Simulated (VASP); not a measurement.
Crystal: CdTe.

```
Cd Te
1.0
     0.00000    3.27996    3.27996
     3.27996    0.00000    3.27996
     3.27996    3.27996    0.00000
Cd Te
1 1
Direct
  0.00000 0.00000 0.00000
  0.25000 0.25000 0.25000
```

Program: VASP 6.6.1. Alike in all runs: task single point; no spin polarisation; cell as given; k mesh 4 × 4 × 4; cutoff (eV) 520; smearing gaussian 0.01 eV.

Q: Order these runs on this cell by their band gap on the k mesh, lowest first.
A. level PBE; potentials or basis VASP PAW PBE potentials, release 64 (Cd, Te)
B. level r2SCAN; potentials or basis VASP PAW PBE potentials, release 64 (Cd, Te)
C. level LDA; potentials or basis VASP PAW LDA potentials, release 64 (Cd, Te)
D. level HSE06; potentials or basis VASP PAW PBE potentials, release 64 (Cd, Te); grid for exact exchange (PRECFOCK) Normal; screening parameter 0.2079 1/Å

A: C (0.42 eV), A (0.65 eV), B (1.14 eV), D (1.44 eV).

Caveats: spin-orbit coupling is left out, which moves the levels of the heavy elements.
